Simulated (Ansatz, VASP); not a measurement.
# One calculation of SiBr5, two programs

```
Si Br
1.0
     6.23586    0.00000    0.00000
     0.00000    6.23586    0.00000
     0.00000    0.00000    6.23586
Si Br
1 5
Direct
  0.00000 0.00000 0.00000
  0.79376 0.79376 0.20624
  0.79376 0.20624 0.79376
  0.20624 0.79376 0.79376
  0.20624 0.20624 0.20624
  0.50000 0.50000 0.50000
```

Alike in both runs: task relaxation of cell and atoms; functional PBE; k mesh 6 × 6 × 6; occupations gaussian, width 0.1 eV; no spin polarisation.

|  | VASP | Ansatz |
| --- | --- | --- |
| version | VASP 6.6.1 | Ansatz 0.2.0 |
| potentials or method | VASP PAW PBE potentials, release 64 (Si, Br), cutoff 600 eV | scalar-relativistic, plane waves, PAW |
| valence electrons in the cell | 39 | 39 |

|  | VASP | Ansatz | Ansatz less VASP |
| --- | --- | --- | --- |
| gap on the k mesh at the Fermi level, each at its own relaxed structure (eV) | none | none | - |
| relaxed volume (Å³/atom) | 45.01 | 45.08 | +0.067 |
| relaxed length of the cell vector where the two differ most in proportion (Å) | 6.464 | 6.467 | +0.0032 |

A gap of «none» marks a metal or a gap that the smearing closes.
